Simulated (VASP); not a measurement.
# Sc (P6_3/mmc) in VASP: notebook

The runs below take Sc through single point, with PBE, PBEsol.

All numbers are computed with VASP 6.6.1; they aren't measurements. Logs are shortened: lines on timing, memory, paths and dates and some standing lists are left out, and cuts for length are marked.

## 1. The cell of the first run

The structure is hexagonal, space group P6_3/mmc (No. 194). The conventional cell has a = 3.234 Å, b = 3.234 Å, c = 5.025 Å, α = 90.00°, β = 90.00°, γ = 120.00°. Within 4.1 Å of Sc (site symmetry -6m2) lie 12 Sc at 3.13 to 3.23 Å.

## 2. Single point, PBE

Input file INCAR:

```
ALGO     = Normal         # electronic algorithm
EDIFF    = 1E-7           # SCF threshold, eV
ENCUT    = 520            # plane-wave cutoff, eV
GGA      = PE             # functional
ISIF     = 2              # what is computed and relaxed
ISMEAR   = -1             # smearing method
LASPH    = True           # aspherical terms in the spheres
LCHARG   = False          # write CHGCAR
LREAL    = False          # projectors in reciprocal space
LWAVE    = False          # write WAVECAR
NBANDS   = 18             # bands
NELM     = 60             # most SCF steps
PREC     = Accurate       # precision mode
SIGMA    = 0.05           # smearing width, eV
```

Input file KPOINTS:

```
k-points
0
Gamma
  9 9 5
```

Input file POSCAR:

```
Sc
1.0
    3.2338229617      0.0000000000      0.0000000000
   -1.6169114808      2.8005728361      0.0000000000
    0.0000000000      0.0000000000      5.0254823101
Sc
2
Direct
    0.6666666667      0.3333333333      0.7500000000
    0.3333333333      0.6666666667      0.2500000000
```

Potentials or basis: VASP PAW PBE potentials, release 64 (Sc_sv).

Command:

```bash
$ cat potpaw_PBE.64/Sc_sv/POTCAR > POTCAR
$ mpirun -np 1 vasp_std > vasp.out
```

OUTCAR:

```text
EDIFF = 1E-7
   ENCUT = 520
   GGA = PE
   ISIF = 2
   ISMEAR = -1
   LASPH = True
   LREAL = False
   NELM = 60
   PREC = Accurate

 ion  position               nearest neighbor table
   1  0.667  0.333  0.750-   2 3.13   2 3.13   2 3.13   2 3.13   2 3.13   2 3.13
   2  0.333  0.667  0.250-   1 3.13   1 3.13   1 3.13   1 3.13   1 3.13   1 3.13

  LATTYP: Found a hexagonal cell.
 ALAT       =     3.2338229617
 C/A-ratio  =     1.5540375492

  Lattice vectors:

 A1 = (   3.2338229617,   0.0000000000,   0.0000000000)
 A2 = (  -1.6169114808,   2.8005728361,   0.0000000000)
 A3 = (   0.0000000000,   0.0000000000,   5.0254823101)

Analysis of symmetry for initial positions (statically):
=====================================================================
 Subroutine PRICEL returns:
 Original cell was already a primitive cell.

 Routine SETGRP: Setting up the symmetry group for a
 hexagonal supercell.

 Subroutine GETGRP returns: Found 24 space group operations
 (whereof 12 operations were pure point group operations)
 out of a pool of 24 trial point group operations.

The static configuration has the point symmetry D_3d.
 The point group associated with its full space group is D_6h.

Analysis of symmetry for dynamics (positions and initial velocities):
=====================================================================
 Subroutine PRICEL returns:
 Original cell was already a primitive cell.

 Routine SETGRP: Setting up the symmetry group for a
 hexagonal supercell.

 Subroutine GETGRP returns: Found 24 space group operations
 (whereof 12 operations were pure point group operations)
 out of a pool of 24 trial point group operations.

The dynamic configuration has the point symmetry D_3d.
 The point group associated with its full space group is D_6h.

 Subroutine INISYM returns: Found 24 space group operations
 (whereof 12 operations are pure point group operations),
 and found     1 'primitive' translations

----------------------------------------------------------------------------------------

                                     Primitive cell

  volume of cell :      45.5136

  direct lattice vectors                    reciprocal lattice vectors
     3.233822962  0.000000000  0.000000000     0.309231523  0.178534903  0.000000000
    -1.616911481  2.800572836  0.000000000     0.000000000  0.357069806  0.000000000
     0.000000000  0.000000000  5.025482310     0.000000000  0.000000000  0.198985876

  length of vectors
     3.233822962  3.233822962  5.025482310     0.357069806  0.357069806  0.198985876

  position of ions in fractional coordinates (direct lattice)
     0.666666667  0.333333333  0.750000000
     0.333333333  0.666666667  0.250000000

  ion indices of the primitive-cell ions
   primitive index   ion index
                 1           1
                 2           2

----------------------------------------------------------------------------------------

 KPOINTS: k-points

Automatic generation of k-mesh.
 Grid dimensions read from file:
 generate k-points for:    9    9    5

 Generating k-lattice:

  Cartesian coordinates                     Fractional coordinates (reciprocal lattice)
     0.034359058  0.019837211  0.000000000     0.111111111  0.000000000  0.000000000
     0.000000000  0.039674423  0.000000000     0.000000000  0.111111111  0.000000000
     0.000000000  0.000000000  0.039797175     0.000000000  0.000000000  0.200000000

  Length of vectors
     0.039674423  0.039674423  0.039797175

  Shift w.r.t. Gamma in fractional coordinates (k-lattice)
     0.000000000  0.000000000  0.000000000

 Subroutine IBZKPT returns following result:
 ===========================================

 Found     36 irreducible k-points:

 Following reciprocal coordinates:
            Coordinates               Weight
  0.000000  0.000000  0.000000      1.000000
  0.111111  0.000000  0.000000      6.000000
  0.222222 -0.000000  0.000000      6.000000
  0.333333  0.000000  0.000000      6.000000
  0.444444 -0.000000  0.000000      6.000000
  0.111111  0.111111  0.000000      6.000000
[... 16 lines left out ...]
  0.333333  0.222222  0.200000     24.000000
  0.333333  0.333333  0.200000      4.000000
 [... further k-points ...]
   k-points           NKPTS =     36   k-points in BZ     NKDIM =     36   number of bands    NBANDS=     18
   number of dos      NEDOS =    301   number of ions     NIONS =      2
   total plane-waves  NPLWV =  23040
   dimension x,y,z NGX =    24 NGY =   24 NGZ =   40
   dimension x,y,z NGXF=    48 NGYF=   48 NGZF=   80
   ions per type =               2
   NGX,Y,Z   is equivalent  to a cutoff of  12.34, 12.34, 13.23 a.u.
   NGXF,Y,Z  is equivalent  to a cutoff of  24.68, 24.68, 26.46 a.u.
 SYSTEM =  unknown system
   PREC   = accura    normal or accurate (medium, high low for compatibility)
   ISTART =      0    job   : 0-new  1-cont  2-samecut
   ICHARG =      2    charge: 1-file 2-atom 10-const
   ISPIN  =      1    spin polarized calculation?
   LNONCOLLINEAR =      F non collinear calculations
   LSORBIT =      F    spin-orbit coupling
   LASPH  =      T    aspherical Exc in radial PAW
   ENCUT  =  520.0 eV  38.22 Ry    6.18 a.u.   6.01  6.01  9.34*2*pi/ulx,y,z
   NELM   =     60;   NELMIN=  2; NELMDL= -5     # of ELM steps
   EDIFF  = 0.1E-06   stopping-criterion for ELM
   LREAL  =      F    real-space projection
   EDIFFG = 0.1E-05   stopping-criterion for IOM
   NSW    =      0    number of steps for IOM
   IBRION =     -1    ionic relax: 0-MD 1-quasi-New 2-CG
   NFREE  =      0    steps in history (QN), initial steepest desc. (CG)
   ISIF   =      2    stress and relaxation
   ISYM   =      2    0-nonsym 1-usesym 2-fastsym
   POTIM  = 0.5000    time-step for ionic-motion
   TEBEG  =    0.0;   TEEND  =   0.0 temperature during run
   PSTRESS=    0.0 pullay stress
   NELECT =      22.0000    total number of electrons
   NUPDOWN=      -1.0000    fix difference up-down
   EMIN   =  10.00;   EMAX   =-10.00  energy-range for DOS
   EFERMI =   0.00;   METHOD = LEGACY
   ISMEAR =    -1;   SIGMA  =   0.05  broadening in eV -4-tet -1-fermi 0-gaus
   EFERMI_NEDOS =   21; number of points for ismear=-14 and -15
   IALGO  =     38    algorithm
   IMIX   =      4    mixing-type and parameters
     AMIX     =   0.40;   BMIX     =  1.00
     AMIX_MAG =   1.60;   BMIX_MAG =  1.00
  volume/ion in A,a.u.               =      22.76       153.57
  Fermi-wavevector in a.u.,A,eV,Ry     =   1.284800  2.427919 22.459278  1.650710
  Thomas-Fermi vector in A             =   2.416972
   LORBIT       =      0    0 simple, 1 ext, 2 COOP (PROOUT), +10 PAW based schemes
   GGA     = PE    functional components
   LHFCALC =     F    Hartree Fock is set to
   AEXX    =    0.0000 exact exchange contribution
   IVDW    =     0    specifies the selected vdW correction
   LEPSILON=     F    determine dielectric tensor
   LRPA    =     F    only Hartree local field effects (RPA)
 non-spin polarized calculation
  energy-cutoff  :      520.00
  volume of cell :       45.51
 maximum number of plane-waves:      1242
   NGX = 13   NGY = 13   NGZ = 19

 number of electron      22.0000002 magnetization

 Free energy of the ion-electron system (eV)
  ---------------------------------------------------
  ext. energy  EPLUGINS =         0.00000000
  ---------------------------------------------------
  free energy    TOTEN  =       -12.45584062 eV

  energy without entropy =      -12.42274537  energy(sigma->0) =      -12.43929299

 E-fermi :   4.1653     XC(G=0): -10.2021

 val. band max:        4.1626882349   @ k =   0.4444   0.1111   0.4000
 cond. band min:       4.1669129269   @ k =   0.3333   0.0000   0.4000
 fundamental gap:      0.0042246920
 Fermi energy:         4.1653019191

 k-point     1 :       0.0000    0.0000    0.0000
  band No.  band energies     occupation
      1     -45.0542      2.00000
      2     -44.9539      2.00000
      3     -23.9620      2.00000
      4     -23.5108      2.00000
      5     -23.5108      2.00000
      6     -23.4247      2.00000
[... 10 lines left out ...]
     17       6.6416      0.00000
     18       6.6416      0.00000

 k-point     2 :       0.1111    0.0000    0.0000
  band No.  band energies     occupation
      1     -45.0463      2.00000
      2     -44.9513      2.00000
      3     -23.9411      2.00000
      4     -23.5502      2.00000
      5     -23.5245      2.00000
      6     -23.4659      2.00000
[... 10 lines left out ...]
     17       6.4668      0.00000
     18       6.5433      0.00000

 k-point     3 :       0.2222   -0.0000    0.0000
  band No.  band energies     occupation
      1     -45.0253      2.00000
      2     -44.9456      2.00000
      3     -23.8837      2.00000
      4     -23.6511      2.00000
      5     -23.5668      2.00000
      6     -23.5573      2.00000
[... 10 lines left out ...]
     17       6.9389      0.00000
     18       7.0619      0.00000

 k-point     4 :       0.3333    0.0000    0.0000
  band No.  band energies     occupation
      1     -44.9991      2.00000
      2     -44.9415      2.00000
      3     -23.8048      2.00000
      4     -23.7676      2.00000
      5     -23.6757      2.00000
      6     -23.5928      2.00000
[... 375 lines left out ...]
      4     -23.7705      2.00000
      5     -23.6439      2.00000
      6     -23.6342      2.00000
[... 10 lines left out ...]
     17       7.9478      0.00000
     18       8.1853      0.00000

 k-point    23 :       0.3333    0.2222    0.2000
  band No.  band energies     occupation
      1     -44.9651      2.00000
      2     -44.9468      2.00000
      3     -23.8319      2.00000
      4     -23.7812      2.00000
      5     -23.7033      2.00000
      6     -23.6074      2.00000
[... 10 lines left out ...]
     17       7.9717      0.00000
     18       8.4222      0.00000

 k-point    24 :       0.3333    0.3333    0.2000
  band No.  band energies     occupation
      1     -44.9533      2.00000
      2     -44.9533      2.00000
      3     -23.7769      2.00000
      4     -23.7734      2.00000
      5     -23.7734      2.00000
      6     -23.6228      2.00000
[... 10 lines left out ...]
     17       8.1066      0.00000
     18       8.1066      0.00000

 [... further k-points ...]

------------------------ aborting loop because EDIFF is reached ----------------------------------------

  FORCE on cell =-STRESS in cart. coord.  units (eV):
  Direction    XX          YY          ZZ          XY          YZ          ZX
  --------------------------------------------------------------------------------------
  -------------------------------------------------------------------------------------
  Total        1.4324137      1.4324137      1.4329947      0.0000000      0.0000000     -0.0000000
  in kB       50.4241040     50.4241040     50.4445561      0.0000000      0.0000000     -0.0000000
  external PRESSURE =      50.4309213 kB  Pullay stress =       0.0000000 kB

 VOLUME and BASIS-vectors are now :
 -----------------------------------------------------------------------------
  energy-cutoff  :      520.00
  volume of cell :       45.51
      direct lattice vectors                 reciprocal lattice vectors
     3.233822962  0.000000000  0.000000000     0.309231523  0.178534903  0.000000000
    -1.616911481  2.800572836  0.000000000     0.000000000  0.357069806  0.000000000
     0.000000000  0.000000000  5.025482310     0.000000000  0.000000000  0.198985876

 POSITION                                       TOTAL-FORCE (eV/Angst)
 -----------------------------------------------------------------------------------
      1.61691      0.93352      3.76911         0.000000      0.000000      0.000000
     -0.00000      1.86705      1.25637        -0.000000      0.000000      0.000000
 -----------------------------------------------------------------------------------
    total drift:                                0.000000     -0.000000      0.000000

  FREE ENERGIE OF THE ION-ELECTRON SYSTEM (eV)
  ---------------------------------------------------
  free  energy   TOTEN  =       -12.4558406165 eV

  energy  without entropy=      -12.4227453712  energy(sigma->0) =      -12.43929299
```

Wall time 26 s (1 thread of Intel Xeon 8259CL, shared host); peak memory 0.17 GiB.

What came out:

- Free energy: -12.4558 eV
- Pressure: 5.0 GPa
- Band gap on the k mesh: zero (bands 11 and 12 overlap by 1.44 eV)

Levels at points of the mesh, in eV from the Fermi level:
```tsv
k point	band 7	band 8	band 9	band 10	band 11	band 12	band 13	band 14	band 15	band 16
(0.00, 0.00, 0.00)	-27.59	-27.56	-5.27	-1.75	0.82	1.68	1.68	1.99	2.19	2.19
```

Caveat: the cell stands under pressure.

(Continued in part 2 of 2.)
